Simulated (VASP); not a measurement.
# Se in VASP: single point with PBEsol

Aim: the single point of Se with PBEsol.

Program: VASP 6.6.1. These are calculated values, not measurements. Logs are shortened: lines on timing, memory, paths and dates and some standing lists are left out, and cuts for length are marked.

## 1. The cell of the first run

The typed cell holds 4 atoms: a = 4.115 Å, b = 8.236 Å, c = 2.706 Å, α = 90.00°, β = 90.00°, γ = 90.00°.

## 2. Single point, PBEsol

The input, INCAR:

```
PREC = Accurate ; ENCUT = 520
EDIFF = 1E-6 ; ISMEAR = 0
SIGMA = 0.1 ; LREAL = F
LASPH = T ; NELM = 100
ALGO = Normal ; ISIF = 2
LWAVE = F ; LCHARG = T
GGA = PS ; LELF = T
LVHAR = T ; NBANDS = 20
```

The input, KPOINTS:

```
regular mesh
0
Gamma
  10 6 16
```

The input, POSCAR:

```
Se
1.0
    4.1151488462      0.0000000000      0.0000000000
    0.0000000000      8.2362415285      0.0000000000
    0.0000000000      0.0000000000      2.7064009508
Se
4
Direct
    0.6823313078      0.3808557976      0.5000776510
    0.8176686922      0.8808557976      0.4999223490
    0.3176686922      0.6191442024      0.5000776510
    0.1823313078      0.1191442024      0.4999223490
```

Potentials or basis: VASP PAW PBE potentials, release 64 (Se).

On the command line:

```bash
cat potpaw_PBE.64/Se/POTCAR > POTCAR
mpirun -np 1 vasp_std > vasp.out
```

OUTCAR:

```text
PREC = Accurate
   ENCUT = 520
   EDIFF = 1E-6
   ISMEAR = 0
   LREAL = F
   LASPH = T
   NELM = 100
   ISIF = 2
   GGA = PS

 ion  position               nearest neighbor table
   1  0.682  0.381  0.500-   3 2.47
   2  0.818  0.881  0.500-   4 2.47
   3  0.318  0.619  0.500-   1 2.47
   4  0.182  0.119  0.500-   2 2.47

  LATTYP: Found a simple orthorhombic cell.
 ALAT       =     2.7064009508
 B/A-ratio  =     1.5205244607
 C/A-ratio  =     3.0432451356

  Lattice vectors:

 A1 = (   0.0000000000,   0.0000000000,   2.7064009508)
 A2 = (   4.1151488462,   0.0000000000,   0.0000000000)
 A3 = (   0.0000000000,   8.2362415285,   0.0000000000)

Analysis of symmetry for initial positions (statically):
=====================================================================
 Subroutine PRICEL returns:
 Original cell was already a primitive cell.

 Routine SETGRP: Setting up the symmetry group for a
 simple orthorhombic supercell.

 Subroutine GETGRP returns: Found  4 space group operations
 (whereof  2 operations were pure point group operations)
 out of a pool of  8 trial point group operations.

The static configuration has the point symmetry C_2 .
 The point group associated with its full space group is D_2 .

Analysis of symmetry for dynamics (positions and initial velocities):
=====================================================================
 Subroutine PRICEL returns:
 Original cell was already a primitive cell.

 Routine SETGRP: Setting up the symmetry group for a
 simple orthorhombic supercell.

 Subroutine GETGRP returns: Found  4 space group operations
 (whereof  2 operations were pure point group operations)
 out of a pool of  8 trial point group operations.

The dynamic configuration has the point symmetry C_2 .
 The point group associated with its full space group is D_2 .

 Subroutine INISYM returns: Found  4 space group operations
 (whereof  2 operations are pure point group operations),
 and found     1 'primitive' translations

----------------------------------------------------------------------------------------

                                     Primitive cell

  volume of cell :      91.7290

  direct lattice vectors                    reciprocal lattice vectors
     4.115148846  0.000000000  0.000000000     0.243004576  0.000000000  0.000000000
     0.000000000  8.236241529  0.000000000     0.000000000  0.121414604  0.000000000
     0.000000000  0.000000000  2.706400951     0.000000000  0.000000000  0.369494402

  length of vectors
     4.115148846  8.236241529  2.706400951     0.243004576  0.121414604  0.369494402

  position of ions in fractional coordinates (direct lattice)
     0.682331308  0.380855798  0.500077651
     0.817668692  0.880855798  0.499922349
     0.317668692  0.619144202  0.500077651
     0.182331308  0.119144202  0.499922349

  ion indices of the primitive-cell ions
   primitive index   ion index
                 1           1
                 2           2
                 3           3
                 4           4

----------------------------------------------------------------------------------------

 KPOINTS: regular mesh

Automatic generation of k-mesh.
 Grid dimensions read from file:
 generate k-points for:   10    6   16

 Generating k-lattice:

  Cartesian coordinates                     Fractional coordinates (reciprocal lattice)
     0.024300458  0.000000000  0.000000000     0.100000000  0.000000000  0.000000000
     0.000000000  0.020235767  0.000000000     0.000000000  0.166666667  0.000000000
     0.000000000  0.000000000  0.023093400     0.000000000  0.000000000  0.062500000

  Length of vectors
     0.024300458  0.020235767  0.023093400

  Shift w.r.t. Gamma in fractional coordinates (k-lattice)
     0.000000000  0.000000000  0.000000000

 Subroutine IBZKPT returns following result:
 ===========================================

 Found    216 irreducible k-points:

 Following reciprocal coordinates:
            Coordinates               Weight
  0.000000  0.000000  0.000000      1.000000
  0.100000  0.000000  0.000000      2.000000
  0.200000  0.000000  0.000000      2.000000
  0.300000  0.000000  0.000000      2.000000
  0.400000  0.000000  0.000000      2.000000
  0.500000  0.000000  0.000000      1.000000
[... 16 lines left out ...]
  0.400000  0.500000  0.000000      2.000000
  0.500000  0.500000  0.000000      1.000000
 [... further k-points ...]
   k-points           NKPTS =    216   k-points in BZ     NKDIM =    216   number of bands    NBANDS=     20
   number of dos      NEDOS =    301   number of ions     NIONS =      4
   total plane-waves  NPLWV =  40960
   dimension x,y,z NGX =    32 NGY =   64 NGZ =   20
   dimension x,y,z NGXF=    64 NGYF=  128 NGZF=   40
   ions per type =               4
   NGX,Y,Z   is equivalent  to a cutoff of  12.93, 12.92, 12.29 a.u.
   NGXF,Y,Z  is equivalent  to a cutoff of  25.86, 25.84, 24.57 a.u.
 SYSTEM =  unknown system
   PREC   = accura    normal or accurate (medium, high low for compatibility)
   ISTART =      0    job   : 0-new  1-cont  2-samecut
   ICHARG =      2    charge: 1-file 2-atom 10-const
   ISPIN  =      1    spin polarized calculation?
   LNONCOLLINEAR =      F non collinear calculations
   LSORBIT =      F    spin-orbit coupling
   LASPH  =      T    aspherical Exc in radial PAW
   ENCUT  =  520.0 eV  38.22 Ry    6.18 a.u.   7.65 15.31  5.03*2*pi/ulx,y,z
   NELM   =    100;   NELMIN=  2; NELMDL= -5     # of ELM steps
   EDIFF  = 0.1E-05   stopping-criterion for ELM
   LREAL  =      F    real-space projection
   EDIFFG = 0.1E-04   stopping-criterion for IOM
   NSW    =      0    number of steps for IOM
   IBRION =     -1    ionic relax: 0-MD 1-quasi-New 2-CG
   NFREE  =      0    steps in history (QN), initial steepest desc. (CG)
   ISIF   =      2    stress and relaxation
   ISYM   =      2    0-nonsym 1-usesym 2-fastsym
   POTIM  = 0.5000    time-step for ionic-motion
   TEBEG  =    0.0;   TEEND  =   0.0 temperature during run
   PSTRESS=    0.0 pullay stress
   NELECT =      24.0000    total number of electrons
   NUPDOWN=      -1.0000    fix difference up-down
   EMIN   =  10.00;   EMAX   =-10.00  energy-range for DOS
   EFERMI =   0.00;   METHOD = LEGACY
   ISMEAR =     0;   SIGMA  =   0.10  broadening in eV -4-tet -1-fermi 0-gaus
   EFERMI_NEDOS =   21; number of points for ismear=-14 and -15
   IALGO  =     38    algorithm
   IMIX   =      4    mixing-type and parameters
     AMIX     =   0.40;   BMIX     =  1.00
     AMIX_MAG =   1.60;   BMIX_MAG =  1.00
  volume/ion in A,a.u.               =      22.93       154.75
  Fermi-wavevector in a.u.,A,eV,Ry     =   1.047071  1.978678 14.916865  1.096359
  Thomas-Fermi vector in A             =   2.181936
   LORBIT       =      0    0 simple, 1 ext, 2 COOP (PROOUT), +10 PAW based schemes
   GGA     = PS    functional components
   LHFCALC =     F    Hartree Fock is set to
   AEXX    =    0.0000 exact exchange contribution
   IVDW    =     0    specifies the selected vdW correction
   LEPSILON=     F    determine dielectric tensor
   LRPA    =     F    only Hartree local field effects (RPA)
 non-spin polarized calculation
 Gauss-broadening in eV      SIGMA  =   0.10
  energy-cutoff  :      520.00
  volume of cell :       91.73
 maximum number of plane-waves:      2502
 NGX is ok and might be reduce to    32
   NGX = 15   NGY = 31   NGZ = 11

 number of electron      24.0000000 magnetization

 Free energy of the ion-electron system (eV)
  ---------------------------------------------------
  ext. energy  EPLUGINS =         0.00000000
  ---------------------------------------------------
  free energy    TOTEN  =       -15.08700611 eV

  energy without entropy =      -15.08058941  energy(sigma->0) =      -15.08379776

 E-fermi :   4.3072     XC(G=0):  -9.9458

 val. band max:        4.2981524456   @ k =   0.1000   0.0000   0.2500
 cond. band min:       4.3249150201   @ k =   0.0000   0.5000   0.4375
 fundamental gap:      0.0267625745
 Fermi energy:         4.3072274769

 k-point     1 :       0.0000    0.0000    0.0000
  band No.  band energies     occupation
      1     -11.9339      2.00000
      2     -10.8703      2.00000
      3      -9.7838      2.00000
      4      -7.9251      2.00000
      5      -1.5054      2.00000
      6      -0.5337      2.00000
[... 12 lines left out ...]
     19      10.8109      0.00000
     20      13.1946      0.00000

 k-point     2 :       0.1000    0.0000    0.0000
  band No.  band energies     occupation
      1     -11.8833      2.00000
      2     -10.8544      2.00000
      3      -9.7560      2.00000
      4      -8.0201      2.00000
      5      -1.5601      2.00000
      6      -0.5427      2.00000
[... 12 lines left out ...]
     19      11.2206      0.00000
     20      13.2237      0.00000

 k-point     3 :       0.2000    0.0000    0.0000
  band No.  band energies     occupation
      1     -11.7368      2.00000
      2     -10.8185      2.00000
      3      -9.6777      2.00000
      4      -8.2764      2.00000
      5      -1.7917      2.00000
      6      -0.9725      2.00000
[... 12 lines left out ...]
     19      12.1555      0.00000
     20      13.3665      0.00000

 k-point     4 :       0.3000    0.0000    0.0000
  band No.  band energies     occupation
      1     -11.5128      2.00000
      2     -10.7977      2.00000
      3      -9.5611      2.00000
      4      -8.6198      2.00000
      5      -2.1673      2.00000
      6      -1.6997      2.00000
[... 12 lines left out ...]
     19      13.0889      0.00000
     20      13.6521      0.00000

 k-point     5 :       0.4000    0.0000    0.0000
  band No.  band energies     occupation
      1     -11.2479      2.00000
      2     -10.8458      2.00000
      3      -9.4145      2.00000
      4      -8.9581      2.00000
      5      -2.4533      2.00000
      6      -2.2351      2.00000
[... 12 lines left out ...]
     19      13.9873      0.00000
     20      14.3747      0.00000
[... 353 lines left out ...]
      6      -1.6500      2.00000
[... 12 lines left out ...]
     19      11.9429      0.00000
     20      11.9429      0.00000

 k-point    22 :       0.3000    0.5000    0.0000
  band No.  band energies     occupation
      1     -11.2318      2.00000
      2     -11.2318      2.00000
      3      -9.0152      2.00000
      4      -9.0152      2.00000
      5      -1.8653      2.00000
      6      -1.8653      2.00000
[... 12 lines left out ...]
     19      12.5013      0.00000
     20      12.5013      0.00000

 k-point    23 :       0.4000    0.5000    0.0000
  band No.  band energies     occupation
      1     -11.0678      2.00000
      2     -11.0678      2.00000
      3      -9.1743      2.00000
      4      -9.1743      2.00000
      5      -1.8486      2.00000
      6      -1.8486      2.00000
[... 12 lines left out ...]
     19      13.5178      0.00000
     20      13.5178      0.00000

 k-point    24 :       0.5000    0.5000    0.0000
  band No.  band energies     occupation
      1     -10.9957      2.00000
      2     -10.9957      2.00000
      3      -9.2462      2.00000
      4      -9.2462      2.00000
      5      -1.7362      2.00000
      6      -1.7362      2.00000
[... 12 lines left out ...]
     19      13.9306      0.00000
     20      13.9306      0.00000

 [... further k-points ...]
[... 5 lines left out ...]
  --------------------------------------------------------------------------------------
  -------------------------------------------------------------------------------------
  Total        0.0446276      0.0956499      0.0913387      0.0000000      0.0000000      0.0000000
  in kB        0.7794841      1.6706610      1.5953606      0.0000000      0.0000000      0.0000000
  external PRESSURE =       1.3485019 kB  Pullay stress =       0.0000000 kB

 VOLUME and BASIS-vectors are now :
 -----------------------------------------------------------------------------
  energy-cutoff  :      520.00
  volume of cell :       91.73
      direct lattice vectors                 reciprocal lattice vectors
     4.115148846  0.000000000  0.000000000     0.243004576  0.000000000  0.000000000
     0.000000000  8.236241529  0.000000000     0.000000000  0.121414604  0.000000000
     0.000000000  0.000000000  2.706400951     0.000000000  0.000000000  0.369494402

 POSITION                                       TOTAL-FORCE (eV/Angst)
 -----------------------------------------------------------------------------------
      2.80789      3.13682      1.35341         0.014861     -0.014515     -0.000176
      3.36483      7.25494      1.35299        -0.014861     -0.014515      0.000176
      1.30725      5.09942      1.35341        -0.014861      0.014515     -0.000176
      0.75032      0.98130      1.35299         0.014861      0.014515      0.000176
 -----------------------------------------------------------------------------------
    total drift:                                0.000000     -0.000000      0.000000

  FREE ENERGIE OF THE ION-ELECTRON SYSTEM (eV)
  ---------------------------------------------------
  free  energy   TOTEN  =       -15.0870061082 eV

  energy  without entropy=      -15.0805894069  energy(sigma->0) =      -15.08379776
```

Wall time 3.8 min (1 thread of Intel Xeon Platinum 8375C at 2.90GHz (Ice Lake), shared host); peak memory 0.4 GiB.

What came out:

* Free energy: -15.0870 eV
* Pressure: 0.1 GPa
* Largest force: 0.021 eV/Å
* Band gap on the k mesh: zero (bands 12 and 13 overlap by 3.92 eV)

Forces in eV/Å, atoms in the order of the input:
```
Se   0.015 -0.015  0.000
Se  -0.015 -0.015  0.000
Se  -0.015  0.015  0.000
Se   0.015  0.015  0.000
```

Levels at points of the mesh, in eV from the Fermi level:
```csv
k point,band 10,band 11,band 12,band 13,band 14,band 15
"(0.00, 0.00, 0.00)",-2.30,1.13,1.56,2.49,3.25,3.29
"(0.50, 0.00, 0.00)",-2.59,2.52,2.52,3.16,3.16,4.37
"(0.00, 0.50, 0.00)",-1.95,0.49,0.49,2.78,2.78,4.69
"(0.50, 0.50, 0.00)",-0.27,1.21,1.21,3.16,3.16,4.37
"(0.00, 0.00, 0.50)",-2.69,-1.01,-0.77,-0.44,-0.10,3.17
"(0.50, 0.00, 0.50)",-4.41,-1.18,-1.18,-0.24,-0.24,3.04
"(0.00, 0.50, 0.50)",-3.19,-1.04,-1.04,0.13,0.13,2.82
"(0.50, 0.50, 0.50)",-3.79,-2.88,-2.88,1.72,1.72,3.30
```

Caveat: the PAW data sets were made with another functional, which shifts forces and pressure a little.
